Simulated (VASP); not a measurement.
# PbF2 (Immm) in VASP: further runs

Runs on PbF2. Level: PBE. Tasks: single point.

All numbers are computed with VASP 6.6.1; they aren't measurements. Logs are shortened: lines on timing, memory, paths and dates and some standing lists are left out, and cuts for length are marked.

### Step 1. The cell of the first run

Symmetry: Immm, No. 71, orthorhombic system. Conventional cell: a = 4.158 Å, b = 4.242 Å, c = 5.940 Å, α = 90.00°, β = 90.00°, γ = 90.00°. Pb (site symmetry mmm) has 8 F at 2.55 to 2.59 Å within 3.4 Å. F (site symmetry mm2) has 4 Pb at 2.55 to 2.59 Å and 6 F at 2.97 Å within 3.4 Å.

### Step 2. Single point, PBE (strain -0.0200 x Voigt [0, 0, 0, 0, 1, 0])

Input file INCAR:

```
  PREC = Accurate
  ENCUT = 520
  EDIFF = 1E-6
  ISMEAR = 0
  SIGMA = 0.05
  LREAL = F
  LASPH = T
  NELM = 100
  ALGO = Normal
  ISIF = 2
  LWAVE = F
  LCHARG = F
  GGA = PE
  NBANDS = 21
```

Input file KPOINTS:

```
Automatic mesh
0
Gamma
  8 8 8
```

Input file POSCAR:

```
PbF2
1.0
   -0.0296985000      2.9698500000      2.9698500000
    2.9401515000      0.0000000000      2.9401515000
    2.9698500000      2.9698500000     -0.0296985000
Pb F
1 2
Direct
    0.0000000000      0.0000000000      0.0000000000
    0.2500000000      0.2500000000      0.2500000000
    0.7500000000      0.7500000000      0.7500000000
```

Potentials or basis: VASP PAW PBE potentials, release 64 (Pb_d, F).

Run with:

```bash
> cat potpaw_PBE.64/Pb_d/POTCAR potpaw_PBE.64/F/POTCAR > POTCAR
> mpirun -np 1 vasp_std > vasp.out
```

OUTCAR:

```text
PREC = Accurate
   ENCUT = 520
   EDIFF = 1E-6
   ISMEAR = 0
   LREAL = F
   LASPH = T
   NELM = 100
   ISIF = 2
   GGA = PE

 ion  position               nearest neighbor table
   1  0.000  0.000  0.000-   2 2.55   3 2.55   3 2.55   2 2.55   3 2.59   2 2.59   3 2.59   2 2.59

   2  0.250  0.250  0.250-   1 2.55   1 2.55   1 2.59   1 2.59
   3  0.750  0.750  0.750-   1 2.55   1 2.55   1 2.59   1 2.59

  LATTYP: Found a body centered orthorhombic cell.
 ALAT       =     4.1580021267
 B/A-ratio  =     1.0202020202
 C/A-ratio  =     1.4284985479

  Lattice vectors:

 A1 = (   2.9698500000,  -2.9698500000,  -0.0296985000)
 A2 = (  -2.9698500000,  -2.9698500000,   0.0296985000)
 A3 = (   0.0296985000,   2.9698500000,  -2.9698500000)

Analysis of symmetry for initial positions (statically):
=====================================================================
 Subroutine PRICEL returns:
 Original cell was already a primitive cell.

 Routine SETGRP: Setting up the symmetry group for a
 body centered orthorhombic supercell.

 Subroutine GETGRP returns: Found  8 space group operations
 (whereof  8 operations were pure point group operations)
 out of a pool of  8 trial point group operations.

The static configuration has the point symmetry D_2h.

Analysis of symmetry for dynamics (positions and initial velocities):
=====================================================================
 Subroutine PRICEL returns:
 Original cell was already a primitive cell.

 Routine SETGRP: Setting up the symmetry group for a
 body centered orthorhombic supercell.

 Subroutine GETGRP returns: Found  8 space group operations
 (whereof  8 operations were pure point group operations)
 out of a pool of  8 trial point group operations.

The dynamic configuration has the point symmetry D_2h.

 Subroutine INISYM returns: Found  8 space group operations
 (whereof  8 operations are pure point group operations),
 and found     1 'primitive' translations

----------------------------------------------------------------------------------------

                                     Primitive cell

  volume of cell :      52.3830

  direct lattice vectors                    reciprocal lattice vectors
    -0.029698500  2.969850000  2.969850000    -0.166691754  0.168358671  0.166691754
[... 85 lines left out ...]
   LASPH  =      T    aspherical Exc in radial PAW
   ENCUT  =  520.0 eV  38.22 Ry    6.18 a.u.   7.81  7.73  7.81*2*pi/ulx,y,z
   NELM   =    100;   NELMIN=  2; NELMDL= -5     # of ELM steps
   EDIFF  = 0.1E-05   stopping-criterion for ELM
   LREAL  =      F    real-space projection
   EDIFFG = 0.1E-04   stopping-criterion for IOM
   NSW    =      0    number of steps for IOM
   IBRION =     -1    ionic relax: 0-MD 1-quasi-New 2-CG
   NFREE  =      0    steps in history (QN), initial steepest desc. (CG)
   ISIF   =      2    stress and relaxation
   ISYM   =      2    0-nonsym 1-usesym 2-fastsym
   POTIM  = 0.5000    time-step for ionic-motion
   TEBEG  =    0.0;   TEEND  =   0.0 temperature during run
   PSTRESS=    0.0 pullay stress
   NELECT =      28.0000    total number of electrons
   NUPDOWN=      -1.0000    fix difference up-down
   EMIN   =  10.00;   EMAX   =-10.00  energy-range for DOS
   EFERMI =   0.00;   METHOD = LEGACY
   ISMEAR =     0;   SIGMA  =   0.05  broadening in eV -4-tet -1-fermi 0-gaus
   EFERMI_NEDOS =   21; number of points for ismear=-14 and -15
   IALGO  =     38    algorithm
   IMIX   =      4    mixing-type and parameters
     AMIX     =   0.40;   BMIX     =  1.00
     AMIX_MAG =   1.60;   BMIX_MAG =  1.00
  volume/ion in A,a.u.               =      17.46       117.83
  Fermi-wavevector in a.u.,A,eV,Ry     =   1.328610  2.510709 24.017061  1.765204
  Thomas-Fermi vector in A             =   2.457834
   LORBIT       =      0    0 simple, 1 ext, 2 COOP (PROOUT), +10 PAW based schemes
   GGA     = PE    functional components
   LHFCALC =     F    Hartree Fock is set to
   AEXX    =    0.0000 exact exchange contribution
   IVDW    =     0    specifies the selected vdW correction
   LEPSILON=     F    determine dielectric tensor
   LRPA    =     F    only Hartree local field effects (RPA)
 non-spin polarized calculation
 Gauss-broadening in eV      SIGMA  =   0.05
  energy-cutoff  :      520.00
  volume of cell :       52.38
 maximum number of plane-waves:      1426
   NGX = 15   NGY = 15   NGZ = 15

 number of electron      28.0000010 magnetization

 Free energy of the ion-electron system (eV)
  ---------------------------------------------------
  ext. energy  EPLUGINS =         0.00000000
  ---------------------------------------------------
  free energy    TOTEN  =       -14.33703615 eV

  energy without entropy =      -14.33703615  energy(sigma->0) =      -14.33703615

 E-fermi :   2.1009     XC(G=0):  -9.3754

 val. band max:        1.8161780369   @ k =  -0.2500   0.5000   0.2500
 cond. band min:       6.2301294331   @ k =   0.5000   0.5000  -0.0000
 fundamental gap:      4.4139513962
 Fermi energy:         2.1009263026

 k-point     1 :       0.0000    0.0000    0.0000
  band No.  band energies     occupation
      1     -19.2351      2.00000
      2     -18.6253      2.00000
      3     -12.6188      2.00000
      4     -12.6164      2.00000
      5     -12.6137      2.00000
      6     -12.5622      2.00000
[... 565 lines left out ...]
     20      17.2749      0.00000
     21      18.4695      0.00000

 [... further k-points ...]

------------------------ aborting loop because EDIFF is reached ----------------------------------------

  FORCE on cell =-STRESS in cart. coord.  units (eV):
  Direction    XX          YY          ZZ          XY          YZ          ZX
  --------------------------------------------------------------------------------------
  -------------------------------------------------------------------------------------
  Total        0.6636920      0.6650910      0.6636920      0.0000000      0.0000000      0.2140636
  in kB       20.2995793     20.3423705     20.2995793      0.0000000      0.0000000      6.5473146
  external PRESSURE =      20.3138431 kB  Pullay stress =       0.0000000 kB

 VOLUME and BASIS-vectors are now :
 -----------------------------------------------------------------------------
  energy-cutoff  :      520.00
  volume of cell :       52.38
      direct lattice vectors                 reciprocal lattice vectors
    -0.029698500  2.969850000  2.969850000    -0.166691754  0.168358671  0.166691754
     2.940151500  0.000000000  2.940151500     0.170059264 -0.168358671  0.170059264
     2.969850000  2.969850000 -0.029698500     0.166691754  0.168358671 -0.166691754

 POSITION                                       TOTAL-FORCE (eV/Angst)
 -----------------------------------------------------------------------------------
      0.00000      0.00000      0.00000         0.000000     -0.000000     -0.000000
      1.47008      1.48493      1.47008         0.000000      0.056791      0.000000
      4.41023      4.45477      4.41023        -0.000000     -0.056791     -0.000000
 -----------------------------------------------------------------------------------
    total drift:                                0.000000     -0.000000      0.000000

  FREE ENERGIE OF THE ION-ELECTRON SYSTEM (eV)
  ---------------------------------------------------
  free  energy   TOTEN  =       -14.3370361465 eV

  energy  without entropy=      -14.3370361465  energy(sigma->0) =      -14.33703615
```

stdout:

```text
POSCAR found type information on POSCAR PbF
 POSCAR found :  2 types and       3 ions
 scaLAPACK will be used
 LDA part: xc-table for (Slater+PW92), standard interpolation
 POSCAR, INCAR and KPOINTS ok, starting setup
 FFT: planning ... GRIDC
 FFT: planning ... GRID_SOFT
 FFT: planning ... GRID
 WAVECAR not read
 entering main loop
```

It took 40 s on 1 thread of AMD EPYC 9R45 (Zen 5), shared host; peak memory 0.21 GiB.

What came out:

```
Free energy            : -14.3370 eV
Pressure               : 2.0 GPa
Largest force          : 0.057 eV/Å
Band gap on the k mesh : 4.41 eV, indirect (least direct gap 4.56 eV)
```

Forces on the atoms (eV/Å):
```
Pb   0.000  0.000  0.000
F    0.000  0.057  0.000
F    0.000 -0.057  0.000
```

Levels at points of the mesh, in eV from the valence-band top:
```
           k point  band 10  band 11  band 12  band 13  band 14  band 15  band 16  band 17  band 18  band 19
(0.00, 0.00, 0.00)    -2.43    -2.42    -1.98    -1.94    -1.91     6.63     6.77     6.90    10.62    15.13
(0.50, 0.00, 0.00)    -2.65    -2.61    -2.11    -2.11    -0.05     4.97     7.60     7.76    13.23    13.69
(0.00, 0.50, 0.00)    -2.66    -2.62    -2.12    -2.11    -0.01     5.08     7.54     7.69    13.19    13.60
(0.50, 0.50, 0.00)    -3.51    -1.53    -1.53    -1.52    -0.15     4.41     7.87     7.88     8.97    14.17
(0.50, 0.00, 0.50)    -3.49    -1.54    -1.52    -1.51    -0.15     4.42     7.76     7.99     8.97    14.17
```

Caveat: the cell differs from its parent crystal (strain -0.0200 x Voigt [0, 0, 0, 0, 1, 0]); spin-orbit coupling is left out, which moves the levels of the heavy elements. A k mesh can miss the band edges.

[end of part 1 of 2]
